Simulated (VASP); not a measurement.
# BP (F-43m) in VASP: further runs

The runs below take BP through single point, relaxation of cell and atoms, with LDA.

All numbers are computed with VASP 6.6.1; they aren't measurements. Logs are shortened: lines on timing, memory, paths and dates and some standing lists are left out, and cuts for length are marked.

## 1. The cell of the first run

It takes space group F-43m (No. 216, cubic). The conventional cell has a = 4.490 Å, b = 4.490 Å, c = 4.490 Å, α = 90.00°, β = 90.00°, γ = 90.00°. B (site symmetry -43m) has 4 P at 1.94 Å within 2.6 Å. Within 2.6 Å of P (site symmetry -43m) lie 4 B at 1.94 Å.

## 2. Single point, LDA

The input, INCAR:

```
PREC = Accurate
ENCUT = 520
EDIFF = 1E-6
ISMEAR = 0
SIGMA = 0.01
LREAL = False
LASPH = True
NELM = 80
ALGO = Normal
ISIF = 2
LWAVE = False
LCHARG = False
NBANDS = 11
```

The input, KPOINTS:

```
Automatic mesh
0
Gamma
  10 10 10
```

The input, POSCAR:

```
BP
1.0
    0.0000000000      2.2452369428      2.2452369428
    2.2452369428      0.0000000000      2.2452369428
    2.2452369428      2.2452369428      0.0000000000
B P
1 1
Direct
    0.0000000000      0.0000000000      0.0000000000
    0.2500000000      0.2500000000      0.2500000000
```

Potentials or basis: VASP PAW LDA potentials, release 64 (B, P).

The run is started by

```sh
> cat potpaw_LDA.64/B/POTCAR potpaw_LDA.64/P/POTCAR > POTCAR
> mpirun -np 1 vasp_std > vasp.out
```

OUTCAR:

```text
PREC = Accurate
   ENCUT = 520
   EDIFF = 1E-6
   ISMEAR = 0
   LREAL = False
   LASPH = True
   NELM = 80
   ISIF = 2

 ion  position               nearest neighbor table
   1  0.000  0.000  0.000-   2 1.94   2 1.94   2 1.94   2 1.94
   2  0.250  0.250  0.250-   1 1.94   1 1.94   1 1.94   1 1.94

  LATTYP: Found a face centered cubic cell.
 ALAT       =     4.4904738856

  Lattice vectors:

 A1 = (   0.0000000000,   2.2452369428,   2.2452369428)
 A2 = (   2.2452369428,   0.0000000000,   2.2452369428)
 A3 = (   2.2452369428,   2.2452369428,   0.0000000000)

Analysis of symmetry for initial positions (statically):
=====================================================================
 Subroutine PRICEL returns:
 Original cell was already a primitive cell.

 Routine SETGRP: Setting up the symmetry group for a
 face centered cubic supercell.

 Subroutine GETGRP returns: Found 24 space group operations
 (whereof 24 operations were pure point group operations)
 out of a pool of 48 trial point group operations.

The static configuration has the point symmetry T_d .

Analysis of symmetry for dynamics (positions and initial velocities):
=====================================================================
 Subroutine PRICEL returns:
 Original cell was already a primitive cell.

 Routine SETGRP: Setting up the symmetry group for a
 face centered cubic supercell.

 Subroutine GETGRP returns: Found 24 space group operations
 (whereof 24 operations were pure point group operations)
 out of a pool of 48 trial point group operations.

The dynamic configuration has the point symmetry T_d .

 Subroutine INISYM returns: Found 24 space group operations
 (whereof 24 operations are pure point group operations),
 and found     1 'primitive' translations

----------------------------------------------------------------------------------------

                                     Primitive cell

  volume of cell :      22.6369

  direct lattice vectors                    reciprocal lattice vectors
     0.000000000  2.245236943  2.245236943    -0.222693646  0.222693646  0.222693646
     2.245236943  0.000000000  2.245236943     0.222693646 -0.222693646  0.222693646
     2.245236943  2.245236943  0.000000000     0.222693646  0.222693646 -0.222693646

  length of vectors
     3.175244535  3.175244535  3.175244535     0.385716709  0.385716709  0.385716709

  position of ions in fractional coordinates (direct lattice)
     0.000000000  0.000000000  0.000000000
     0.250000000  0.250000000  0.250000000

  ion indices of the primitive-cell ions
   primitive index   ion index
                 1           1
                 2           2

----------------------------------------------------------------------------------------

 KPOINTS: Automatic mesh

Automatic generation of k-mesh.
 Grid dimensions read from file:
 generate k-points for:   10   10   10

 Generating k-lattice:

  Cartesian coordinates                     Fractional coordinates (reciprocal lattice)
    -0.022269365  0.022269365  0.022269365     0.100000000  0.000000000  0.000000000
     0.022269365 -0.022269365  0.022269365     0.000000000  0.100000000  0.000000000
     0.022269365  0.022269365 -0.022269365     0.000000000  0.000000000  0.100000000

  Length of vectors
     0.038571671  0.038571671  0.038571671

  Shift w.r.t. Gamma in fractional coordinates (k-lattice)
     0.000000000  0.000000000  0.000000000

 Subroutine IBZKPT returns following result:
 ===========================================

 Found     47 irreducible k-points:

 Following reciprocal coordinates:
            Coordinates               Weight
  0.000000  0.000000  0.000000      1.000000
  0.100000  0.000000  0.000000      8.000000
  0.200000  0.000000  0.000000      8.000000
  0.300000  0.000000  0.000000      8.000000
  0.400000  0.000000  0.000000      8.000000
  0.500000  0.000000  0.000000      4.000000
[... 16 lines left out ...]
  0.300000  0.300000  0.000000      6.000000
  0.400000  0.300000  0.000000     24.000000
 [... further k-points ...]
   k-points           NKPTS =     47   k-points in BZ     NKDIM =     47   number of bands    NBANDS=     11
   number of dos      NEDOS =    301   number of ions     NIONS =      2
   total plane-waves  NPLWV =  13824
   dimension x,y,z NGX =    24 NGY =   24 NGZ =   24
   dimension x,y,z NGXF=    48 NGYF=   48 NGZF=   48
   ions per type =               1   1
   NGX,Y,Z   is equivalent  to a cutoff of  12.57, 12.57, 12.57 a.u.
   NGXF,Y,Z  is equivalent  to a cutoff of  25.13, 25.13, 25.13 a.u.
 SYSTEM =  unknown system
   PREC   = accura    normal or accurate (medium, high low for compatibility)
   ISTART =      0    job   : 0-new  1-cont  2-samecut
   ICHARG =      2    charge: 1-file 2-atom 10-const
   ISPIN  =      1    spin polarized calculation?
   LNONCOLLINEAR =      F non collinear calculations
   LSORBIT =      F    spin-orbit coupling
   LASPH  =      T    aspherical Exc in radial PAW
   ENCUT  =  520.0 eV  38.22 Ry    6.18 a.u.   5.90  5.90  5.90*2*pi/ulx,y,z
   NELM   =     80;   NELMIN=  2; NELMDL= -5     # of ELM steps
   EDIFF  = 0.1E-05   stopping-criterion for ELM
   LREAL  =      F    real-space projection
   EDIFFG = 0.1E-04   stopping-criterion for IOM
   NSW    =      0    number of steps for IOM
   IBRION =     -1    ionic relax: 0-MD 1-quasi-New 2-CG
   NFREE  =      0    steps in history (QN), initial steepest desc. (CG)
   ISIF   =      2    stress and relaxation
   ISYM   =      2    0-nonsym 1-usesym 2-fastsym
   POTIM  = 0.5000    time-step for ionic-motion
   TEBEG  =    0.0;   TEEND  =   0.0 temperature during run
   PSTRESS=    0.0 pullay stress
   NELECT =       8.0000    total number of electrons
   NUPDOWN=      -1.0000    fix difference up-down
   EMIN   =  10.00;   EMAX   =-10.00  energy-range for DOS
   EFERMI =   0.00;   METHOD = LEGACY
   ISMEAR =     0;   SIGMA  =   0.01  broadening in eV -4-tet -1-fermi 0-gaus
   EFERMI_NEDOS =   21; number of points for ismear=-14 and -15
   IALGO  =     38    algorithm
   IMIX   =      4    mixing-type and parameters
     AMIX     =   0.40;   BMIX     =  1.00
     AMIX_MAG =   1.60;   BMIX_MAG =  1.00
  volume/ion in A,a.u.               =      11.32        76.38
  Fermi-wavevector in a.u.,A,eV,Ry     =   1.157442  2.187249 18.227350  1.339672
  Thomas-Fermi vector in A             =   2.294054
   LORBIT       =      0    0 simple, 1 ext, 2 COOP (PROOUT), +10 PAW based schemes
   GGA     = CA    functional components
   LHFCALC =     F    Hartree Fock is set to
   AEXX    =    0.0000 exact exchange contribution
   IVDW    =     0    specifies the selected vdW correction
   LEPSILON=     F    determine dielectric tensor
   LRPA    =     F    only Hartree local field effects (RPA)
 non-spin polarized calculation
 Gauss-broadening in eV      SIGMA  =   0.01
  energy-cutoff  :      520.00
  volume of cell :       22.64
 maximum number of plane-waves:       620
   NGX = 11   NGY = 11   NGZ = 11

 number of electron       8.0000001 magnetization

 Free energy of the ion-electron system (eV)
  ---------------------------------------------------
  ext. energy  EPLUGINS =         0.00000000
  ---------------------------------------------------
  free energy    TOTEN  =       -14.39940284 eV

  energy without entropy =      -14.39940284  energy(sigma->0) =      -14.39940284

 E-fermi :   7.8974     XC(G=0): -11.2188

 val. band max:        7.7867371156   @ k =   0.0000   0.0000   0.0000
 cond. band min:       8.9376399331   @ k =   0.4000   0.4000   0.0000
 fundamental gap:      1.1509028175
 Fermi energy:         7.8974023851

 k-point     1 :       0.0000    0.0000    0.0000
  band No.  band energies     occupation
      1      -7.8843      2.00000
      2       7.7867      2.00000
      3       7.7867      2.00000
      4       7.7867      2.00000
      5      11.2159      0.00000
      6      11.2159      0.00000
      7      11.2159      0.00000
      8      15.6417      0.00000
      9      19.2686      0.00000
     10      20.0619      0.00000
     11      20.0619      0.00000

 k-point     2 :       0.1000    0.0000    0.0000
  band No.  band energies     occupation
      1      -7.6997      2.00000
      2       6.4728      2.00000
      3       7.4852      2.00000
      4       7.4852      2.00000
      5      11.6332      0.00000
      6      11.6332      0.00000
      7      11.6739      0.00000
      8      16.1144      0.00000
      9      19.3234      0.00000
     10      19.3234      0.00000
     11      19.8488      0.00000

 k-point     3 :       0.2000    0.0000    0.0000
  band No.  band energies     occupation
      1      -7.1522      2.00000
      2       4.0956      2.00000
      3       6.9159      2.00000
      4       6.9159      2.00000
      5      11.9311      0.00000
      6      12.3600      0.00000
      7      12.3600      0.00000
      8      17.1282      0.00000
      9      18.6877      0.00000
     10      18.6877      0.00000
     11      20.7450      0.00000

 k-point     4 :       0.3000    0.0000    0.0000
  band No.  band energies     occupation
      1      -6.2702      2.00000
      2       1.6885      2.00000
      3       6.4199      2.00000
      4       6.4199      2.00000
      5      11.8850      0.00000
      6      12.6699      0.00000
      7      12.6699      0.00000
      8      17.8235      0.00000
      9      19.2851      0.00000
     10      19.2851      0.00000
     11      21.0966      0.00000
[... 239 lines left out ...]
 k-point    22 :      -0.2000    0.2000    0.0000
  band No.  band energies     occupation
      1      -5.9713      2.00000
      2       2.5063      2.00000
      3       3.4975      2.00000
      4       6.5247      2.00000
      5      12.2962      0.00000
      6      13.1563      0.00000
      7      14.2624      0.00000
      8      16.2604      0.00000
      9      17.2954      0.00000
     10      21.4788      0.00000
     11      23.8485      0.00000

 k-point    23 :       0.3000    0.3000    0.0000
  band No.  band energies     occupation
      1      -5.7157      2.00000
      2       2.9909      2.00000
      3       4.4822      2.00000
      4       4.4822      2.00000
      5       9.2416      0.00000
      6      11.6025      0.00000
      7      16.7816      0.00000
      8      16.7816      0.00000
      9      21.1592      0.00000
     10      22.3626      0.00000
     11      24.4632      0.00000

 k-point    24 :       0.4000    0.3000    0.0000
  band No.  band energies     occupation
      1      -4.8666      2.00000
      2       1.6317      2.00000
      3       3.6250      2.00000
      4       4.1816      2.00000
      5       9.5263      0.00000
      6      11.3221      0.00000
      7      17.4024      0.00000
      8      17.4276      0.00000
      9      21.9896      0.00000
     10      23.2503      0.00000
     11      25.0908      0.00000

 [... further k-points ...]

------------------------ aborting loop because EDIFF is reached ----------------------------------------

  FORCE on cell =-STRESS in cart. coord.  units (eV):
  Direction    XX          YY          ZZ          XY          YZ          ZX
  --------------------------------------------------------------------------------------
  -------------------------------------------------------------------------------------
  Total       -0.0162107     -0.0162107     -0.0162107      0.0000000      0.0000000      0.0000000
  in kB       -1.1473498     -1.1473498     -1.1473498      0.0000000      0.0000000      0.0000000
  external PRESSURE =      -1.1473498 kB  Pullay stress =       0.0000000 kB

 VOLUME and BASIS-vectors are now :
 -----------------------------------------------------------------------------
  energy-cutoff  :      520.00
  volume of cell :       22.64
      direct lattice vectors                 reciprocal lattice vectors
     0.000000000  2.245236943  2.245236943    -0.222693646  0.222693646  0.222693646
     2.245236943  0.000000000  2.245236943     0.222693646 -0.222693646  0.222693646
     2.245236943  2.245236943  0.000000000     0.222693646  0.222693646 -0.222693646

 POSITION                                       TOTAL-FORCE (eV/Angst)
 -----------------------------------------------------------------------------------
      0.00000      0.00000      0.00000         0.000000     -0.000000     -0.000000
      1.12262      1.12262      1.12262        -0.000000      0.000000      0.000000
 -----------------------------------------------------------------------------------
    total drift:                                0.000000      0.000000      0.000000

  FREE ENERGIE OF THE ION-ELECTRON SYSTEM (eV)
  ---------------------------------------------------
  free  energy   TOTEN  =       -14.3994028433 eV

  energy  without entropy=      -14.3994028433  energy(sigma->0) =      -14.39940284
```

It took 13 s on 1 thread of Intel Xeon 8259CL, shared host; peak memory 0.13 GiB.

What came out:

```
Free energy            : -14.3994 eV
Pressure               : -0.1 GPa
Band gap on the k mesh : 1.15 eV (least direct gap 3.43 eV)
```

A k mesh can miss the band edges.

## 3. Relaxation of cell and atoms, LDA

This run uses another cell than the first one, of 11.68 Å³/atom.

The input, INCAR:

```
SYSTEM = BP
PREC = Accurate ; ENCUT = 600
EDIFF = 1E-6 ; ISMEAR = 0
SIGMA = 0.01 ; LREAL = .FALSE.
LASPH = .TRUE. ; NELM = 100
ALGO = Normal ; ISIF = 3
LWAVE = .FALSE. ; LCHARG = .FALSE.
GGA = CA ; IBRION = 2
NSW = 80 ; EDIFFG = -0.001
```

The input, KPOINTS:

```
regular mesh
0
G
  10 10 10
  0 0 0
```

The input, POSCAR:

```
BP
1.0
    0.0000000000      2.2690000000      2.2690000000
    2.2690000000      0.0000000000      2.2690000000
    2.2690000000      2.2690000000      0.0000000000
B P
1 1
Direct
    0.0000000000      0.0000000000      0.0000000000
    0.2500000000      0.2500000000      0.2500000000
```

Potentials or basis: VASP PAW LDA potentials, release 64 (B, P).

The run is started by

```sh
> cat potpaw_LDA.64/B/POTCAR potpaw_LDA.64/P/POTCAR > POTCAR
> mpirun -np 1 vasp_std > vasp.out
```

It took 63 s on 1 thread of Intel Xeon 8259CL, shared host; peak memory 0.14 GiB.

It converged, with:

```
Free energy                           : -14.4013 eV
Relaxed volume                        : 11.31 Å³/atom
Relaxed cell                          : a = 3.175 Å, b = 3.175 Å, c = 3.175 Å, α = 60.00°, β = 60.00°, γ = 60.00°
Space group after relaxing (to 0.1 Å) : F-43m (No. 216)
Energy gained by relaxing             : 6.3 meV/atom
Ionic steps                           : 7
Pressure after relaxing               : 0.0 GPa
Band gap on the k mesh                : 1.15 eV (least direct gap 3.43 eV)
```

Step by step:
| step | energy change (eV) | largest force (eV/Å) | pressure (GPa) | volume (Å³) |
| --- | --- | --- | --- | --- |
| 1 | 0.0000 | 0.0000 | -5.32 | 23.36 |
| 2 | -0.0051 | 0.0000 | 4.50 | 22.08 |
| 3 | -0.0126 | 0.0000 | -0.01 | 22.63 |
| 4 | -0.0126 | 0.0000 | 0.09 | 22.61 |
| 5 | -0.0126 | 0.0000 | -0.05 | 22.63 |
| 6 | -0.0126 | 0.0000 | -0.02 | 22.62 |
| 7 | -0.0126 | 0.0000 | 0.01 | 22.62 |

Final structure:
```cif
data_structure
_symmetry_space_group_name_H-M 'P 1'
_symmetry_Int_Tables_number 1
_cell_length_a 3.1745
_cell_length_b 3.1745
_cell_length_c 3.1745
_cell_angle_alpha 60.000
_cell_angle_beta 60.000
_cell_angle_gamma 60.000
_cell_volume 22.62
loop_
_atom_site_label
_atom_site_type_symbol
_atom_site_fract_x
_atom_site_fract_y
_atom_site_fract_z
_atom_site_occupancy
B1 B 0.00000 0.00000 0.00000 1
P1 P 0.25000 0.25000 0.25000 1
```

Levels at points of the mesh, in eV from the valence-band top:
```tsv
k point	band 2	band 3	band 4	band 5	band 6	band 7
(0.00, 0.00, 0.00)	0.00	0.00	0.00	3.43	3.43	3.43
(0.50, 0.00, 0.00)	-9.24	-1.79	-1.79	3.98	4.70	4.70
(0.50, 0.50, 0.00)	-8.65	-4.22	-4.22	1.24	1.53	12.30
```
